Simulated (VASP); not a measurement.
# PbS (Galena) (Fm-3m) in VASP: notebook

PbS (Galena) is run at these levels: PBE, PBE+D3(BJ), PBE+D4; tasks: single point.

All numbers are computed with VASP 6.6.1; they aren't measurements. Logs are shortened: lines on timing, memory, paths and dates and some standing lists are left out, and cuts for length are marked.

## (1) The cell of the first run

The structure is cubic, space group Fm-3m (No. 225). Conventional cell: a = 5.931 Å, b = 5.931 Å, c = 5.931 Å, α = 90.00°, β = 90.00°, γ = 90.00°. Within 3.9 Å of Pb (site symmetry m-3m) lie 6 S at 2.97 Å. Within 3.9 Å of S (site symmetry m-3m) lie 6 Pb at 2.97 Å.

## (2) Single point, PBE

Contents of INCAR:

```
PREC     = Accurate       # precision mode
ENCUT    = 520            # plane-wave cutoff, eV
EDIFF    = 1E-6           # SCF threshold, eV
ISMEAR   = 0              # smearing method
SIGMA    = 0.027000000000000003 # smearing width, eV
LREAL    = False          # projectors in reciprocal space
LASPH    = True           # aspherical terms in the spheres
NELM     = 100            # most SCF steps
ALGO     = Normal         # electronic algorithm
ISIF     = 2              # what is computed and relaxed
LWAVE    = False          # write WAVECAR
LCHARG   = False          # write CHGCAR
GGA      = PE             # functional
NBANDS   = 17             # bands
```

Contents of KPOINTS:

```
Automatic mesh
0
Gamma
  8 8 8
```

Contents of POSCAR:

```
PbS
1.0
    0.0000000000      2.9657500000      2.9657500000
    2.9657500000      0.0000000000      2.9657500000
    2.9657500000      2.9657500000      0.0000000000
Pb S
1 1
Direct
    0.0000000000      0.0000000000      0.0000000000
    0.5000000000      0.5000000000      0.5000000000
```

Potentials or basis: VASP PAW PBE potentials, release 64 (Pb_d, S).

Started as:

```
> cat potpaw_PBE.64/Pb_d/POTCAR potpaw_PBE.64/S/POTCAR > POTCAR
> mpirun -np 1 vasp_std > vasp.out
```

OUTCAR:

```text
PREC = Accurate
   ENCUT = 520
   EDIFF = 1E-6
   ISMEAR = 0
   LREAL = False
   LASPH = True
   NELM = 100
   ISIF = 2
   GGA = PE

 ion  position               nearest neighbor table
   1  0.000  0.000  0.000-   2 2.97   2 2.97   2 2.97   2 2.97   2 2.97   2 2.97
   2  0.500  0.500  0.500-   1 2.97   1 2.97   1 2.97   1 2.97   1 2.97   1 2.97

  LATTYP: Found a face centered cubic cell.
 ALAT       =     5.9315000000

  Lattice vectors:

 A1 = (   0.0000000000,   2.9657500000,   2.9657500000)
 A2 = (   2.9657500000,   0.0000000000,   2.9657500000)
 A3 = (   2.9657500000,   2.9657500000,   0.0000000000)

Analysis of symmetry for initial positions (statically):
=====================================================================
 Subroutine PRICEL returns:
 Original cell was already a primitive cell.

 Routine SETGRP: Setting up the symmetry group for a
 face centered cubic supercell.

 Subroutine GETGRP returns: Found 48 space group operations
[... 9 lines left out ...]

 Routine SETGRP: Setting up the symmetry group for a
 face centered cubic supercell.

 Subroutine GETGRP returns: Found 48 space group operations
[... 11 lines left out ...]
                                     Primitive cell

  volume of cell :      52.1715

  direct lattice vectors                    reciprocal lattice vectors
     0.000000000  2.965750000  2.965750000    -0.168591419  0.168591419  0.168591419
     2.965750000  0.000000000  2.965750000     0.168591419 -0.168591419  0.168591419
     2.965750000  2.965750000  0.000000000     0.168591419  0.168591419 -0.168591419

  length of vectors
     4.194203873  4.194203873  4.194203873     0.292008903  0.292008903  0.292008903

  position of ions in fractional coordinates (direct lattice)
     0.000000000  0.000000000  0.000000000
     0.500000000  0.500000000  0.500000000

  ion indices of the primitive-cell ions
   primitive index   ion index
                 1           1
                 2           2

----------------------------------------------------------------------------------------

 KPOINTS: Automatic mesh

Automatic generation of k-mesh.
 Grid dimensions read from file:
 generate k-points for:    8    8    8

 Generating k-lattice:

  Cartesian coordinates                     Fractional coordinates (reciprocal lattice)
    -0.021073927  0.021073927  0.021073927     0.125000000  0.000000000  0.000000000
     0.021073927 -0.021073927  0.021073927     0.000000000  0.125000000  0.000000000
     0.021073927  0.021073927 -0.021073927     0.000000000  0.000000000  0.125000000

  Length of vectors
     0.036501113  0.036501113  0.036501113

  Shift w.r.t. Gamma in fractional coordinates (k-lattice)
     0.000000000  0.000000000  0.000000000

 Subroutine IBZKPT returns following result:
 ===========================================

 Found     29 irreducible k-points:

 Following reciprocal coordinates:
            Coordinates               Weight
  0.000000  0.000000  0.000000      1.000000
  0.125000  0.000000  0.000000      8.000000
  0.250000  0.000000  0.000000      8.000000
  0.375000  0.000000  0.000000      8.000000
  0.500000  0.000000  0.000000      4.000000
  0.125000  0.125000  0.000000      6.000000
[... 16 lines left out ...]
  0.500000  0.250000  0.125000     48.000000
 -0.375000  0.250000  0.125000     24.000000
 [... further k-points ...]
   k-points           NKPTS =     29   k-points in BZ     NKDIM =     29   number of bands    NBANDS=     17
   number of dos      NEDOS =    301   number of ions     NIONS =      2
   total plane-waves  NPLWV =  32768
   dimension x,y,z NGX =    32 NGY =   32 NGZ =   32
   dimension x,y,z NGXF=    64 NGYF=   64 NGZF=   64
   ions per type =               1   1
   NGX,Y,Z   is equivalent  to a cutoff of  12.68, 12.68, 12.68 a.u.
   NGXF,Y,Z  is equivalent  to a cutoff of  25.37, 25.37, 25.37 a.u.
 SYSTEM =  unknown system
   PREC   = accura    normal or accurate (medium, high low for compatibility)
   ISTART =      0    job   : 0-new  1-cont  2-samecut
   ICHARG =      2    charge: 1-file 2-atom 10-const
   ISPIN  =      1    spin polarized calculation?
   LNONCOLLINEAR =      F non collinear calculations
   LSORBIT =      F    spin-orbit coupling
   LASPH  =      T    aspherical Exc in radial PAW
   ENCUT  =  520.0 eV  38.22 Ry    6.18 a.u.   7.80  7.80  7.80*2*pi/ulx,y,z
   NELM   =    100;   NELMIN=  2; NELMDL= -5     # of ELM steps
   EDIFF  = 0.1E-05   stopping-criterion for ELM
   LREAL  =      F    real-space projection
   EDIFFG = 0.1E-04   stopping-criterion for IOM
   NSW    =      0    number of steps for IOM
   IBRION =     -1    ionic relax: 0-MD 1-quasi-New 2-CG
   NFREE  =      0    steps in history (QN), initial steepest desc. (CG)
   ISIF   =      2    stress and relaxation
   ISYM   =      2    0-nonsym 1-usesym 2-fastsym
   POTIM  = 0.5000    time-step for ionic-motion
   TEBEG  =    0.0;   TEEND  =   0.0 temperature during run
   PSTRESS=    0.0 pullay stress
   NELECT =      20.0000    total number of electrons
   NUPDOWN=      -1.0000    fix difference up-down
   EMIN   =  10.00;   EMAX   =-10.00  energy-range for DOS
   EFERMI =   0.00;   METHOD = LEGACY
   ISMEAR =     0;   SIGMA  =   0.03  broadening in eV -4-tet -1-fermi 0-gaus
   EFERMI_NEDOS =   21; number of points for ismear=-14 and -15
   IALGO  =     38    algorithm
   IMIX   =      4    mixing-type and parameters
     AMIX     =   0.40;   BMIX     =  1.00
     AMIX_MAG =   1.60;   BMIX_MAG =  1.00
  volume/ion in A,a.u.               =      26.09       176.04
  Fermi-wavevector in a.u.,A,eV,Ry     =   1.189251  2.247359 19.242973  1.414319
  Thomas-Fermi vector in A             =   2.325363
   LORBIT       =      0    0 simple, 1 ext, 2 COOP (PROOUT), +10 PAW based schemes
   GGA     = PE    functional components
   LHFCALC =     F    Hartree Fock is set to
   AEXX    =    0.0000 exact exchange contribution
   IVDW    =     0    specifies the selected vdW correction
   LEPSILON=     F    determine dielectric tensor
   LRPA    =     F    only Hartree local field effects (RPA)
 non-spin polarized calculation
 Gauss-broadening in eV      SIGMA  =   0.03
  energy-cutoff  :      520.00
  volume of cell :       52.17
 maximum number of plane-waves:      1424
   NGX = 15   NGY = 15   NGZ = 15

 number of electron      19.9999998 magnetization

 Free energy of the ion-electron system (eV)
  ---------------------------------------------------
  ext. energy  EPLUGINS =         0.00000000
  ---------------------------------------------------
  free energy    TOTEN  =        -8.75604595 eV

  energy without entropy =       -8.75604595  energy(sigma->0) =       -8.75604595

 E-fermi :   5.9473     XC(G=0):  -9.6823

 val. band max:        5.8229542094   @ k =   0.5000   0.0000   0.0000
 cond. band min:       6.1871647579   @ k =   0.5000   0.0000   0.0000
 fundamental gap:      0.3642105485
 Fermi energy:         5.9472978931

 k-point     1 :       0.0000    0.0000    0.0000
  band No.  band energies     occupation
      1     -11.0015      2.00000
      2     -11.0015      2.00000
      3     -11.0015      2.00000
      4     -10.9851      2.00000
      5     -10.9851      2.00000
      6      -7.7750      2.00000
[... 9 lines left out ...]
     16      12.5530      0.00000
     17      14.4808      0.00000

 k-point     2 :       0.1250    0.0000    0.0000
  band No.  band energies     occupation
      1     -11.0008      2.00000
      2     -10.9986      2.00000
      3     -10.9986      2.00000
      4     -10.9858      2.00000
      5     -10.9858      2.00000
      6      -7.6418      2.00000
[... 9 lines left out ...]
     16      12.9237      0.00000
     17      15.6801      0.00000

 k-point     3 :       0.2500    0.0000    0.0000
  band No.  band energies     occupation
      1     -11.0047      2.00000
      2     -11.0047      2.00000
      3     -10.9994      2.00000
      4     -10.9744      2.00000
      5     -10.9744      2.00000
      6      -7.2721      2.00000
[... 9 lines left out ...]
     16      13.7740      0.00000
     17      17.7174      0.00000

 k-point     4 :       0.3750    0.0000    0.0000
  band No.  band energies     occupation
      1     -11.0146      2.00000
      2     -11.0146      2.00000
      3     -10.9986      2.00000
      4     -10.9590      2.00000
      5     -10.9590      2.00000
      6      -6.7922      2.00000
[... 9 lines left out ...]
     16      14.9996      0.00000
     17      17.6177      0.00000

 k-point     5 :       0.5000    0.0000    0.0000
  band No.  band energies     occupation
      1     -11.0189      2.00000
      2     -11.0189      2.00000
      3     -10.9984      2.00000
      4     -10.9524      2.00000
      5     -10.9524      2.00000
      6      -6.5335      2.00000
[... 9 lines left out ...]
     16      15.9448      0.00000
     17      16.3698      0.00000

 k-point     6 :       0.1250    0.1250    0.0000
  band No.  band energies     occupation
      1     -11.0053      2.00000
      2     -10.9974      2.00000
      3     -10.9930      2.00000
      4     -10.9930      2.00000
      5     -10.9813      2.00000
      6      -7.5952      2.00000
[... 9 lines left out ...]
     16      13.7000      0.00000
     17      15.1346      0.00000
[... 281 lines left out ...]
 k-point    21 :       0.5000    0.5000    0.0000
  band No.  band energies     occupation
      1     -11.1398      2.00000
      2     -11.0269      2.00000
      3     -10.9592      2.00000
      4     -10.9406      2.00000
      5     -10.9406      2.00000
      6      -6.1021      2.00000
[... 9 lines left out ...]
     16      18.0852      0.00000
     17      18.2010      0.00000

 k-point    22 :       0.3750    0.2500    0.1250
  band No.  band energies     occupation
      1     -11.0336      2.00000
      2     -11.0051      2.00000
      3     -10.9915      2.00000
      4     -10.9725      2.00000
      5     -10.9631      2.00000
      6      -6.9514      2.00000
[... 9 lines left out ...]
     16      15.6936      0.00000
     17      16.0127      0.00000

 k-point    23 :       0.5000    0.2500    0.1250
  band No.  band energies     occupation
      1     -11.0490      2.00000
      2     -10.9999      2.00000
      3     -10.9940      2.00000
      4     -10.9675      2.00000
      5     -10.9561      2.00000
      6      -6.5237      2.00000
[... 9 lines left out ...]
     16      16.1059      0.00000
     17      17.1199      0.00000

 k-point    24 :      -0.3750    0.2500    0.1250
  band No.  band energies     occupation
      1     -11.0546      2.00000
      2     -11.0025      2.00000
      3     -10.9855      2.00000
      4     -10.9724      2.00000
      5     -10.9514      2.00000
      6      -6.3074      2.00000
[... 9 lines left out ...]
     16      16.7388      0.00000
     17      17.0015      0.00000

 [... further k-points ...]

------------------------ aborting loop because EDIFF is reached ----------------------------------------

  FORCE on cell =-STRESS in cart. coord.  units (eV):
  Direction    XX          YY          ZZ          XY          YZ          ZX
  --------------------------------------------------------------------------------------
  -------------------------------------------------------------------------------------
  Total        0.6976851      0.6976851      0.6976851     -0.0000000      0.0000000      0.0000000
  in kB       21.4257675     21.4257675     21.4257675     -0.0000000      0.0000000      0.0000000
  external PRESSURE =      21.4257675 kB  Pullay stress =       0.0000000 kB

 VOLUME and BASIS-vectors are now :
 -----------------------------------------------------------------------------
  energy-cutoff  :      520.00
  volume of cell :       52.17
      direct lattice vectors                 reciprocal lattice vectors
     0.000000000  2.965750000  2.965750000    -0.168591419  0.168591419  0.168591419
     2.965750000  0.000000000  2.965750000     0.168591419 -0.168591419  0.168591419
     2.965750000  2.965750000  0.000000000     0.168591419  0.168591419 -0.168591419

 POSITION                                       TOTAL-FORCE (eV/Angst)
 -----------------------------------------------------------------------------------
      0.00000      0.00000      0.00000         0.000000     -0.000000     -0.000000
      2.96575      2.96575      2.96575        -0.000000      0.000000      0.000000
 -----------------------------------------------------------------------------------
    total drift:                                0.000000     -0.000000     -0.000000

  FREE ENERGIE OF THE ION-ELECTRON SYSTEM (eV)
  ---------------------------------------------------
  free  energy   TOTEN  =        -8.7560459526 eV

  energy  without entropy=       -8.7560459526  energy(sigma->0) =       -8.75604595
```

Wall time 26 s (1 thread of Intel Xeon 8259CL, shared host); peak memory 0.18 GiB.

Results:

| Item | Value |
| --- | --- |
| Free energy | -8.7560 eV |
| Pressure | 2.1 GPa |
| Band gap on the k mesh | 0.36 eV, direct |

Caveat: spin-orbit coupling is left out, which moves the levels of the heavy elements. A k mesh can miss the band edges.

## (3) Single point, PBE

Edit INCAR of step 2 so:

```diff
@@ -4,6 +4,6 @@
 ISMEAR   = 0              # smearing method
-SIGMA    = 0.027000000000000003 # smearing width, eV
+SIGMA    = 0.028000000000000004 # smearing width, eV
 LREAL    = False          # projectors in reciprocal space
 LASPH    = True           # aspherical terms in the spheres
-NELM     = 100            # most SCF steps
+NELM     = 60             # most SCF steps
 ALGO     = Normal         # electronic algorithm
```

Contents of KPOINTS:

```
regular mesh
0
Gamma
  8 8 8
```

POSCAR is that of step 2.

Potentials or basis: VASP PAW PBE potentials, release 64 (Pb_d, S).

Started as:

```
> cat potpaw_PBE.64/Pb_d/POTCAR potpaw_PBE.64/S/POTCAR > POTCAR
> mpirun -np 1 vasp_std > vasp.out
```

It took 28 s on 1 thread of Intel Xeon 8259CL, shared host; peak memory 0.18 GiB.

Results (log left out):

| Item | Value |
| --- | --- |
| Free energy | -8.7560 eV |
| Pressure | 2.1 GPa |
| Band gap on the k mesh | 0.36 eV, direct |

Levels at points of the mesh, in eV from the valence-band top:
```tsv
k point	band 8	band 9	band 10	band 11	band 12	band 13
(0.00, 0.00, 0.00)	-2.17	-2.17	-2.17	5.21	5.21	5.21
(0.50, 0.00, 0.00)	-1.78	-1.78	0.00	0.36	1.96	1.96
(0.50, 0.50, 0.00)	-5.20	-3.44	-3.44	3.86	5.58	5.68
```

Caveat: spin-orbit coupling is left out, which moves the levels of the heavy elements.

## (4) Single point, PBE+D3(BJ)

Contents of INCAR:

```
SYSTEM = PbS
PREC = Accurate
ENCUT = 520
EDIFF = 1E-7
ISMEAR = -1
SIGMA = 0.05
LREAL = .FALSE.
LASPH = .TRUE.
NELM = 80
ALGO = Normal
ISIF = 2
LWAVE = .FALSE.
LCHARG = .FALSE.
GGA = PE
IVDW = 12
NBANDS = 17
```

Contents of KPOINTS:

```
regular mesh
0
G
  8 8 8
  0 0 0
```

Contents of POSCAR:

```
PbS
1.0
    0.0000000000      2.9675944042      2.9675944042
    2.9675944042      0.0000000000      2.9675944042
    2.9675944042      2.9675944042      0.0000000000
Pb S
1 1
Direct
    0.0000000000      0.0000000000      0.0000000000
    0.5000000000      0.5000000000      0.5000000000
```

Started as:

```
> cat potpaw_PBE.64/Pb_d/POTCAR potpaw_PBE.64/S/POTCAR > POTCAR
> mpirun -np 1 vasp_std > vasp.out
```

Run time: 32 s. Hardware: 1 thread of Intel Xeon 8259CL, shared host; peak memory 0.19 GiB.

It converged, with:

```yaml
Free_energy: -9.4505 eV
Pressure: -0.1 GPa
Band_gap_on_the_k_mesh: 0.37 eV, direct
Dispersion_energy_per_atom: -0.347 eV
```

Levels at points of the mesh, in eV from the valence-band top:
| k point | band 6 | band 7 | band 8 | band 9 | band 10 | band 11 | band 12 | band 13 | band 14 | band 15 |
| --- | --- | --- | --- | --- | --- | --- | --- | --- | --- | --- |
| (0.00, 0.00, 0.00) | -13.58 | -6.04 | -2.16 | -2.16 | -2.16 | 5.21 | 5.21 | 5.21 | 6.74 | 6.74 |
| (0.50, 0.00, 0.00) | -12.34 | -8.84 | -1.77 | -1.77 | 0.00 | 0.37 | 1.97 | 1.97 | 8.66 | 10.13 |
| (0.50, 0.50, 0.00) | -11.91 | -7.20 | -5.18 | -3.43 | -3.43 | 3.87 | 5.57 | 5.68 | 5.68 | 11.17 |

Caveat: spin-orbit coupling is left out, which moves the levels of the heavy elements. A k mesh can miss the band edges.

## (5) Single point, PBE+D4

This run uses another cell than the first one, of 26.15 Å³/atom, 1.002 times its volume.

Contents of INCAR:

```
ALGO = Normal
EDIFF = 1E-6
ENCUT = 520
GGA = PE
ISIF = 2
ISMEAR = -1
IVDW = 13
LASPH = T
LCHARG = F
LREAL = F
LWAVE = F
NBANDS = 17
NELM = 60
PREC = Accurate
SIGMA = 0.05
```

Contents of KPOINTS:

```
k-points
0
Gamma
  8 8 8
```

Contents of POSCAR:

```
PbS
1.0
    0.0000000000      2.9680364844      2.9680364844
    2.9680364844      0.0000000000      2.9680364844
    2.9680364844      2.9680364844      0.0000000000
Pb S
1 1
Direct
    0.0000000000      0.0000000000      0.0000000000
    0.5000000000      0.5000000000      0.5000000000
```

Started as:

```
> cat potpaw_PBE.64/Pb_d/POTCAR potpaw_PBE.64/S/POTCAR > POTCAR
> mpirun -np 1 vasp_std > vasp.out
```

Wall time 36 s (1 thread of Intel Xeon 8259CL, shared host); peak memory 0.18 GiB.

It converged, with:

```
Free energy                : -9.5131 eV
Pressure                   : -0.1 GPa
Band gap on the k mesh     : 0.37 eV, direct
Dispersion energy per atom : -0.378 eV
```

Levels at points of the mesh, in eV from the valence-band top:
```csv
k point,band 7,band 8,band 9,band 10,band 11,band 12,band 13,band 14
"(0.00, 0.00, 0.00)",-6.04,-2.16,-2.16,-2.16,5.21,5.21,5.21,6.74
"(0.50, 0.00, 0.00)",-8.83,-1.77,-1.77,0.00,0.37,1.97,1.97,8.66
"(0.50, 0.50, 0.00)",-7.20,-5.18,-3.42,-3.42,3.88,5.57,5.68,5.68
```

Caveat: spin-orbit coupling is left out, which moves the levels of the heavy elements. A k mesh can miss the band edges.

## (6) Overview

```tsv
level	cell	smearing	gap on the mesh (eV)	pressure (GPa)
PBE	a = 4.194 Å, angles 60.0°, 2 atoms	gaussian 0.027 eV	0.36	2.1
PBE	a = 4.194 Å, angles 60.0°, 2 atoms	gaussian 0.028 eV	0.36	2.1
PBE+D3(BJ)	a = 4.197 Å, angles 60.0°, 2 atoms	fermi-dirac 0.05 eV	0.37	-0.1
PBE+D4	a = 4.197 Å, angles 60.0°, 2 atoms	fermi-dirac 0.05 eV	0.37	-0.1
```

Alike in all rows: task single point; potentials or basis VASP PAW PBE potentials, release 64 (Pb_d, S); no spin polarisation; k mesh 8 × 8 × 8; cutoff (eV) 520.

On the cell as given the gap runs from 0.36 eV (PBE) to 0.37 eV (PBE+D3(BJ)). The pressure there spans -0.1 GPa (PBE+D3(BJ)) to 2.1 GPa (PBE); a positive pressure means that this level wants a larger cell, a negative one a smaller.

Caveats: spin-orbit coupling is left out, which moves the levels of the heavy elements.

Absolute energies hang on the potentials; compare differences alone.
